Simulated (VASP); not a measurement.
# ScIn2N3 (P4/mmm) in VASP: further runs

ScIn2N3 is run at these levels: PBE; tasks: single point.

Everything below comes from runs of VASP 6.6.1. Logs are shortened: lines on timing, memory, paths and dates and some standing lists are left out, and cuts for length are marked.

### Step 1. The cell of the first run

Symmetry: P4/mmm, No. 123, tetragonal system. Conventional cell: a = 2.921 Å, b = 2.921 Å, c = 8.715 Å, α = 90.00°, β = 90.00°, γ = 90.00°. Sc (site symmetry 4/mmm) has 8 N at 2.44 Å and 2 In at 2.89 Å and 4 Sc at 2.92 Å within 3.2 Å. Within 3.3 Å of In (site symmetry 4mm) lie 8 N at 2.53 to 2.61 Å and 1 Sc at 2.89 Å and 5 In at 2.92 to 2.94 Å. N (site symmetry 4mm) has 4 Sc at 2.44 Å and 6 N at 2.60 to 3.06 Å and 4 In at 2.61 Å within 3.2 Å. Within 3.3 Å of N (site symmetry 4/mmm) lie 8 In at 2.53 Å and 6 N at 2.92 to 3.06 Å.

The cell was built from a structure type or drawn by symmetry, and may not be a known phase.

### Step 2. Single point, PBE

INCAR

```
SYSTEM = ScIn2N3
PREC = Accurate
ENCUT = 520
EDIFF = 1E-6
ISMEAR = 0
SIGMA = 0.1
LREAL = .FALSE.
LASPH = .TRUE.
NELM = 60
ALGO = Normal
ISIF = 2
LWAVE = .FALSE.
LCHARG = .FALSE.
GGA = PE
NBANDS = 35
```

KPOINTS

```
regular mesh
0
G
  12 12 6
  0 0 0
```

POSCAR

```
ScIn2N3
1.0
    2.9212781270      0.0000000000      0.0000000000
    0.0000000000      2.9212781270      0.0000000000
    0.0000000000      0.0000000000      8.7145552251
Sc In N
1 2 3
Direct
    0.5000000000      0.5000000000      0.0000000000
    0.5000000000      0.5000000000      0.3315298717
    0.5000000000      0.5000000000      0.6684701283
    0.0000000000      0.0000000000      0.8510740576
    0.0000000000      0.0000000000      0.1489259424
    0.0000000000      0.0000000000      0.5000000000
```

Potentials or basis: VASP PAW PBE potentials, release 64 (Sc_sv, In_d, N).

On the command line:

```
> cat potpaw_PBE.64/Sc_sv/POTCAR potpaw_PBE.64/In_d/POTCAR potpaw_PBE.64/N/POTCAR > POTCAR
> mpirun -np 1 vasp_std > vasp.out
```

OUTCAR:

```text
SYSTEM = ScIn2N3
   PREC = Accurate
   ENCUT = 520
   EDIFF = 1E-6
   ISMEAR = 0
   LREAL = .FALSE.
   LASPH = .TRUE.
   NELM = 60
   ISIF = 2
   GGA = PE

 ion  position               nearest neighbor table
   1  0.500  0.500  0.000-   4 2.44   5 2.44   4 2.44   5 2.44   4 2.44   5 2.44   4 2.44   5 2.44
                             2 2.89   3 2.89
   2  0.500  0.500  0.332-   6 2.53   6 2.53   6 2.53   6 2.53   5 2.61   5 2.61   5 2.61   5 2.61
                             1 2.89   3 2.94
   3  0.500  0.500  0.668-   6 2.53   6 2.53   6 2.53   6 2.53   4 2.61   4 2.61   4 2.61   4 2.61
                             1 2.89   2 2.94
   4  0.000  0.000  0.851-   1 2.44   1 2.44   1 2.44   1 2.44   3 2.61   3 2.61   3 2.61   3 2.61

   5  0.000  0.000  0.149-   1 2.44   1 2.44   1 2.44   1 2.44   2 2.61   2 2.61   2 2.61   2 2.61

   6  0.000  0.000  0.500-   2 2.53   3 2.53   2 2.53   3 2.53   2 2.53   3 2.53   2 2.53   3 2.53

  LATTYP: Found a simple tetragonal cell.
 ALAT       =     2.9212781270
 C/A-ratio  =     2.9831309606

  Lattice vectors:

 A1 = (   2.9212781270,   0.0000000000,   0.0000000000)
 A2 = (   0.0000000000,   2.9212781270,   0.0000000000)
 A3 = (   0.0000000000,   0.0000000000,   8.7145552251)

Analysis of symmetry for initial positions (statically):
=====================================================================
 Subroutine PRICEL returns:
 Original cell was already a primitive cell.

 Routine SETGRP: Setting up the symmetry group for a
 simple tetragonal supercell.

 Subroutine GETGRP returns: Found 16 space group operations
 (whereof 16 operations were pure point group operations)
 out of a pool of 16 trial point group operations.

The static configuration has the point symmetry D_4h.

Analysis of symmetry for dynamics (positions and initial velocities):
=====================================================================
 Subroutine PRICEL returns:
 Original cell was already a primitive cell.

 Routine SETGRP: Setting up the symmetry group for a
 simple tetragonal supercell.

 Subroutine GETGRP returns: Found 16 space group operations
 (whereof 16 operations were pure point group operations)
 out of a pool of 16 trial point group operations.

The dynamic configuration has the point symmetry D_4h.

 Subroutine INISYM returns: Found 16 space group operations
 (whereof 16 operations are pure point group operations),
 and found     1 'primitive' translations

----------------------------------------------------------------------------------------

                                     Primitive cell

[... 104 lines left out ...]
   ISIF   =      2    stress and relaxation
   ISYM   =      2    0-nonsym 1-usesym 2-fastsym
   POTIM  = 0.5000    time-step for ionic-motion
   TEBEG  =    0.0;   TEEND  =   0.0 temperature during run
   PSTRESS=    0.0 pullay stress
   NELECT =      52.0000    total number of electrons
   NUPDOWN=      -1.0000    fix difference up-down
   EMIN   =  10.00;   EMAX   =-10.00  energy-range for DOS
   EFERMI =   0.00;   METHOD = LEGACY
   ISMEAR =     0;   SIGMA  =   0.10  broadening in eV -4-tet -1-fermi 0-gaus
   EFERMI_NEDOS =   21; number of points for ismear=-14 and -15
   IALGO  =     38    algorithm
   IMIX   =      4    mixing-type and parameters
     AMIX     =   0.40;   BMIX     =  1.00
     AMIX_MAG =   1.60;   BMIX_MAG =  1.00
  volume/ion in A,a.u.               =      12.39        83.64
  Fermi-wavevector in a.u.,A,eV,Ry     =   1.453045  2.745856 28.726504  2.111338
  Thomas-Fermi vector in A             =   2.570356
   LORBIT       =      0    0 simple, 1 ext, 2 COOP (PROOUT), +10 PAW based schemes
   GGA     = PE    functional components
   LHFCALC =     F    Hartree Fock is set to
   AEXX    =    0.0000 exact exchange contribution
   IVDW    =     0    specifies the selected vdW correction
   LEPSILON=     F    determine dielectric tensor
   LRPA    =     F    only Hartree local field effects (RPA)
 non-spin polarized calculation
 Gauss-broadening in eV      SIGMA  =   0.10
  energy-cutoff  :      520.00
  volume of cell :       74.37
 maximum number of plane-waves:      2041
 NGX is ok and might be reduce to    24
   NGX = 11   NGY = 11   NGZ = 33

 number of electron      51.9999983 magnetization

 Free energy of the ion-electron system (eV)
  ---------------------------------------------------
  ext. energy  EPLUGINS =         0.00000000
  ---------------------------------------------------
  free energy    TOTEN  =       -33.27672318 eV

  energy without entropy =      -33.26122395  energy(sigma->0) =      -33.26897356

 E-fermi :   8.5868     XC(G=0): -12.0901

 val. band max:        8.5763103368   @ k =   0.5000   0.0833   0.3333
 cond. band min:       8.5883535393   @ k =   0.4167   0.4167   0.3333
 fundamental gap:      0.0120432026
 Fermi energy:         8.5867894080

 k-point     1 :       0.0000    0.0000    0.0000
  band No.  band energies     occupation
      1     -40.5781      2.00000
      2     -19.3170      2.00000
      3     -18.8874      2.00000
      4     -18.8874      2.00000
      5      -6.8676      2.00000
      6      -6.7965      2.00000
[... 901 lines left out ...]
     34      14.0562      0.00000
     35      14.2176      0.00000

 [... further k-points ...]

------------------------ aborting loop because EDIFF is reached ----------------------------------------

  FORCE on cell =-STRESS in cart. coord.  units (eV):
  Direction    XX          YY          ZZ          XY          YZ          ZX
  --------------------------------------------------------------------------------------
  -------------------------------------------------------------------------------------
  Total        0.1586208      0.1586208      0.1471939      0.0000000      0.0000000      0.0000000
  in kB        3.4172726      3.4172726      3.1710953      0.0000000      0.0000000      0.0000000
  external PRESSURE =       3.3352135 kB  Pullay stress =       0.0000000 kB

 VOLUME and BASIS-vectors are now :
 -----------------------------------------------------------------------------
  energy-cutoff  :      520.00
  volume of cell :       74.37
      direct lattice vectors                 reciprocal lattice vectors
     2.921278127  0.000000000  0.000000000     0.342315917  0.000000000  0.000000000
     0.000000000  2.921278127  0.000000000     0.000000000  0.342315917  0.000000000
     0.000000000  0.000000000  8.714555225     0.000000000  0.000000000  0.114750549

 POSITION                                       TOTAL-FORCE (eV/Angst)
 -----------------------------------------------------------------------------------
      1.46064      1.46064      0.00000        -0.000000     -0.000000      0.000000
      1.46064      1.46064      2.88914         0.000000     -0.000000      0.003235
      1.46064      1.46064      5.82542        -0.000000     -0.000000     -0.003235
      0.00000      0.00000      7.41673        -0.000000      0.000000     -0.017890
      0.00000      0.00000      1.29782        -0.000000     -0.000000      0.017890
      0.00000      0.00000      4.35728        -0.000000     -0.000000      0.000000
 -----------------------------------------------------------------------------------
    total drift:                                0.000000     -0.000000      0.000000

  FREE ENERGIE OF THE ION-ELECTRON SYSTEM (eV)
  ---------------------------------------------------
  free  energy   TOTEN  =       -33.2767231766 eV

  energy  without entropy=      -33.2612239452  energy(sigma->0) =      -33.26897356
```

stdout:

```text
POSCAR found type information on POSCAR ScInN
 POSCAR found :  3 types and       6 ions
 scaLAPACK will be used
 LDA part: xc-table for (Slater+PW92), standard interpolation
 POSCAR, INCAR and KPOINTS ok, starting setup
 FFT: planning ... GRIDC
 FFT: planning ... GRID_SOFT
 FFT: planning ... GRID
 WAVECAR not read
 entering main loop
```

Wall time 4 min (1 thread of Intel Xeon Platinum 8488C (Sapphire Rapids), shared host); peak memory 0.38 GiB.

Results:

| Item | Value |
| --- | --- |
| Free energy | -33.2767 eV |
| Pressure | 0.3 GPa |
| Largest force | 0.018 eV/Å |
| Band gap on the k mesh | zero (bands 26 and 27 overlap by 0.74 eV) |

Forces on the atoms (eV/Å):
```
Sc   0.000  0.000  0.000
In   0.000  0.000  0.003
In   0.000  0.000 -0.003
N    0.000  0.000 -0.018
N    0.000  0.000  0.018
N    0.000  0.000  0.000
```

Levels at points of the mesh, in eV from the Fermi level:
| k point | band 24 | band 25 | band 26 | band 27 | band 28 | band 29 |
| --- | --- | --- | --- | --- | --- | --- |
| (0.00, 0.00, 0.00) | -0.89 | -0.89 | -0.10 | -0.10 | 0.23 | 2.13 |
| (0.50, 0.00, 0.00) | -0.18 | 0.03 | 0.08 | 0.40 | 0.44 | 3.31 |
| (0.50, 0.50, 0.00) | -2.59 | -1.54 | -1.12 | 0.47 | 1.25 | 1.32 |
| (0.00, 0.00, 0.50) | -0.39 | -0.38 | -0.38 | 0.23 | 0.78 | 1.73 |
| (0.50, 0.00, 0.50) | -1.06 | -1.05 | 0.03 | 0.40 | 1.89 | 2.80 |
| (0.50, 0.50, 0.50) | -3.11 | -1.13 | -0.89 | -0.05 | 0.10 | 2.64 |

Caveat: spin-orbit coupling is left out, which moves the levels of the heavy elements.

### Step 3. Single point, PBE, collinear spin, ferromagnetic start

This run uses another cell than the first one, of 12.30 Å³/atom.

INCAR

```
PREC = Accurate
ENCUT = 520
EDIFF = 1E-7
ISMEAR = 0
SIGMA = 0.1
LREAL = False
LASPH = True
NELM = 150
ALGO = Normal
ISIF = 2
LWAVE = False
LCHARG = False
ISPIN = 2
MAGMOM = 0 0 0 1 1 1
LORBIT = 11
LMAXMIX = 4
GGA = PE
NBANDS = 39
```

KPOINTS

```
Automatic mesh
0
Gamma
  6 6 2
```

POSCAR

```
ScIn2N3
1.0
    2.9136098053      0.0000000000      0.0000000000
    0.0000000000      2.9136098053      0.0000000000
    0.0000000000      0.0000000000      8.6970121754
Sc In N
1 2 3
Direct
    0.5000000000      0.5000000000      0.0000000000
    0.5000000000      0.5000000000      0.3310388128
    0.5000000000      0.5000000000      0.6689611872
    0.0000000000      0.0000000000      0.8478077467
    0.0000000000      0.0000000000      0.1521922533
    0.0000000000      0.0000000000      0.5000000000
```

Potentials or basis: VASP PAW PBE potentials, release 64 (Sc_sv, In_d, N).

On the command line:

```
> cat potpaw_PBE.64/Sc_sv/POTCAR potpaw_PBE.64/In_d/POTCAR potpaw_PBE.64/N/POTCAR > POTCAR
> mpirun -np 1 vasp_std > vasp.out
```

It took 2.1 min on 1 thread of Intel Xeon Platinum 8488C (Sapphire Rapids), shared host; peak memory 0.28 GiB.

It converged, with:

- Free energy: -33.2547 eV
- Pressure: 0.3 GPa
- Largest force: 0.016 eV/Å
- Band gap on the k mesh: zero (filled and empty bands overlap)
- Net moment: 0.00 μB per cell
- Valence electrons inside the program's atomic spheres: Sc 9.45; In 11.30; N 3.57, 3.56 (each value once)

Forces in eV/Å, atoms in the order of the input:
```
Sc   0.000  0.000  0.000
In   0.000  0.000  0.002
In   0.000  0.000 -0.002
N    0.000  0.000 -0.016
N    0.000  0.000  0.016
N    0.000  0.000  0.000
```

Levels at points of the mesh, in eV from the Fermi level:
Spin up:
| k point | band 24 | band 25 | band 26 | band 27 | band 28 | band 29 |
| --- | --- | --- | --- | --- | --- | --- |
| (0.00, 0.00, 0.00) | -1.01 | -1.01 | -0.17 | -0.17 | 0.04 | 1.91 |
| (0.50, 0.00, 0.00) | -0.34 | -0.04 | -0.04 | 0.29 | 0.38 | 3.32 |
| (0.50, 0.50, 0.00) | -2.69 | -1.66 | -1.26 | 0.31 | 1.08 | 1.19 |
| (0.00, 0.00, 0.50) | -0.49 | -0.46 | -0.46 | 0.04 | 0.67 | 1.61 |
| (0.50, 0.00, 0.50) | -1.12 | -1.09 | -0.04 | 0.29 | 1.70 | 2.67 |
| (0.50, 0.50, 0.50) | -3.22 | -1.21 | -1.02 | -0.22 | -0.09 | 2.59 |
Spin down:
| k point | band 24 | band 25 | band 26 | band 27 | band 28 | band 29 |
| --- | --- | --- | --- | --- | --- | --- |
| (0.00, 0.00, 0.00) | -1.01 | -1.01 | -0.17 | -0.17 | 0.04 | 1.91 |
| (0.50, 0.00, 0.00) | -0.34 | -0.04 | -0.04 | 0.29 | 0.38 | 3.32 |
| (0.50, 0.50, 0.00) | -2.69 | -1.66 | -1.26 | 0.31 | 1.08 | 1.19 |
| (0.00, 0.00, 0.50) | -0.49 | -0.46 | -0.46 | 0.04 | 0.67 | 1.61 |
| (0.50, 0.00, 0.50) | -1.12 | -1.09 | -0.04 | 0.29 | 1.70 | 2.67 |
| (0.50, 0.50, 0.50) | -3.22 | -1.21 | -1.02 | -0.22 | -0.09 | 2.59 |

Caveat: the k points lie up to 0.36 Å⁻¹ apart, too coarse for converged energies and pressures of a metal; spin-orbit coupling is left out, which moves the levels of the heavy elements.

### Step 4. Single point, PBE, collinear spin, ferromagnetic start

This run uses another cell than the first one, of 15.97 Å³/atom.

INCAR

```
ALGO = Normal ; EDIFF = 1E-6
ENCUT = 520 ; GGA = PE
ISIF = 2 ; ISMEAR = 0
ISPIN = 2 ; LASPH = T
LCHARG = F ; LMAXMIX = 4
LORBIT = 11 ; LREAL = F
LWAVE = F ; MAGMOM = 0 0 0 1 1 1
NBANDS = 39 ; NELM = 150
PREC = Accurate ; SIGMA = 0.1
```

KPOINTS

```
k-points
0
Gamma
  6 6 2
```

POSCAR

```
ScIn2N3
1.0
    3.1628075800      0.0000000000      0.0000000000
    0.0000000000      3.1628075800      0.0000000000
    0.0000000000      0.0000000000      9.5758278700
Sc In N
1 2 3
Direct
    0.5000000000      0.5000000000      0.0000000000
    0.5000000000      0.5000000000      0.3248246900
    0.5000000000      0.5000000000      0.6751753100
    0.0000000000      0.0000000000      0.8390681100
    0.0000000000      0.0000000000      0.1609318900
    0.0000000000      0.0000000000      0.5000000000
```

On the command line:

```
> cat potpaw_PBE.64/Sc_sv/POTCAR potpaw_PBE.64/In_d/POTCAR potpaw_PBE.64/N/POTCAR > POTCAR
> mpirun -np 1 vasp_std > vasp.out
```

It took 2.1 min on 1 thread of Intel Xeon Platinum 8488C (Sapphire Rapids), shared host; peak memory 0.29 GiB.

The run converged. Its results:

| Property | Result |
| --- | --- |
| Free energy | -31.4326 eV |
| Pressure | -19.3 GPa |
| Largest force | 1.006 eV/Å |
| Net moment | 0.60 μB per cell |
| Site moments | Sc +0.02; In -0.01; N +0.02, +0.39 (each value once) μB |
| Valence electrons inside the program's atomic spheres | Sc 9.13; In 11.13; N 3.45, 3.40 (each value once) |

Forces in eV/Å, atoms in the order of the input:
```
Sc   0.000  0.000  0.000
In   0.000  0.000  0.259
In   0.000  0.000 -0.259
N    0.000  0.000  1.006
N    0.000  0.000 -1.006
N    0.000  0.000  0.000
```

Stress tensor (GPa, compression positive):
```
-18.64   0.00   0.00
  0.00 -18.64   0.00
  0.00   0.00 -20.64
```

Levels at points of the mesh, in eV from the Fermi level:
Spin up:
```csv
k point,band 23,band 24,band 25,band 26,band 27,band 28,band 29,band 30
"(0.00, 0.00, 0.00)",-0.86,-0.65,-0.65,-0.17,-0.17,0.10,1.16,1.51
"(0.50, 0.00, 0.00)",-0.55,-0.45,-0.31,-0.03,0.08,0.27,2.30,2.30
"(0.50, 0.50, 0.00)",-2.14,-2.14,-1.41,-1.35,0.12,0.14,1.24,2.01
"(0.00, 0.00, 0.50)",-0.43,-0.43,-0.32,-0.32,0.10,0.20,0.39,1.69
"(0.50, 0.00, 0.50)",-1.08,-1.02,-0.54,-0.31,0.27,1.13,1.78,1.99
"(0.50, 0.50, 0.50)",-2.40,-2.40,-1.11,-1.01,-0.62,-0.19,2.74,2.74
```
Spin down:
| k point | band 24 | band 25 | band 26 | band 27 | band 28 | band 29 |
| --- | --- | --- | --- | --- | --- | --- |
| (0.00, 0.00, 0.00) | -0.44 | -0.44 | 0.18 | 0.24 | 0.24 | 1.20 |
| (0.50, 0.00, 0.00) | -0.24 | 0.06 | 0.09 | 0.30 | 0.57 | 2.38 |
| (0.50, 0.50, 0.00) | -1.82 | -1.36 | -1.03 | 0.13 | 0.33 | 1.24 |
| (0.00, 0.00, 0.50) | -0.29 | 0.17 | 0.17 | 0.18 | 0.26 | 0.58 |
| (0.50, 0.00, 0.50) | -0.82 | -0.53 | 0.30 | 0.57 | 1.16 | 1.80 |
| (0.50, 0.50, 0.50) | -2.04 | -1.14 | -0.60 | -0.53 | -0.14 | 2.75 |

Caveat: the cell stands under tension; spin-orbit coupling is left out, which moves the levels of the heavy elements; forces of over 1 eV/Å act on the atoms, so gaps and moduli don't describe the material at rest.

### Step 5. The runs side by side

```csv
spin,cell,k mesh,gap on the mesh (eV),pressure (GPa),moment (μB),largest force (eV/Å)
off,"a = 2.921, b = 2.921, c = 8.715 Å, 6 atoms, atomic positions A",12 × 12 × 6,none,0.3,-,0.02
"collinear, ferromagnetic start","a = 2.914, b = 2.914, c = 8.697 Å, 6 atoms, atomic positions B",6 × 6 × 2,none,0.3,0.00,0.02
"collinear, ferromagnetic start","a = 3.163, b = 3.163, c = 9.576 Å, 6 atoms, atomic positions C",6 × 6 × 2,none,-19.3,0.60,1.01
```

Alike in all rows: task single point; level PBE; potentials or basis VASP PAW PBE potentials, release 64 (Sc_sv, In_d, N); cutoff (eV) 520; smearing gaussian 0.1 eV.

Caveats: some runs use coarse meshes; spin-orbit coupling is left out, which moves the levels of the heavy elements; the cell stands under tension (at least some runs); forces of over 1 eV/Å act on the atoms, so gaps and moduli don't describe the material at rest (at least some runs).

Absolute energies hang on the potentials; compare differences alone.
